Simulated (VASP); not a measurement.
HfN: single point with LDA

Crystal: HfN.

```
Hf N
1.0
     3.11287    0.00000    0.00000
    -1.55644    2.69583    0.00000
     0.00000    0.00000    5.38041
Hf N
2 2
Direct
  0.33333 0.66667 0.25000
  0.66667 0.33333 0.75000
  0.00000 0.00000 0.50000
  0.00000 0.00000 0.00000
```

| Property | Result |
| --- | --- |
| Program | VASP 6.6.1 |
| Task | single point |
| Functional | LDA |
| Potentials or basis | VASP PAW LDA potentials, release 64 (Hf_pv, N) |
| Cutoff | 520 eV |
| k mesh | 10 × 10 × 5 |
| Occupations | fermi-dirac, width 0.05 eV |
| Spin | no spin polarisation |
| Dipole correction | no |
| Further INCAR settings | ALGO = Normal; EDIFF = 1e-06; NBANDS = 23 |

| Property | Result |
| --- | --- |
| Pressure | -4.6 GPa |
| Band gap on the k mesh | zero (bands 15 and 16 overlap by 1.76 eV) |

Stress tensor (GPa, compression positive):
```
-4.43  0.00  0.00
 0.00 -4.43  0.00
 0.00  0.00 -5.06
```

Levels at points of the mesh, in eV from the Fermi level:
```
           k point  band 12  band 13  band 14  band 15  band 16  band 17  band 18  band 19
(0.00, 0.00, 0.00)    -3.68    -3.68    -1.75    -0.74     0.62     0.62     1.27     1.76
(0.50, 0.00, 0.00)    -5.63    -3.29    -2.90    -2.46     2.47     2.79     4.45     4.65
```

Wall time 52 s on 1 thread of AMD EPYC 7R43 64-Core Processor (Zen 3), with other jobs on the host, peak memory 0.13 GiB.

Caveat: the cell stands under tension; spin-orbit coupling is left out, which moves the levels of the heavy elements.
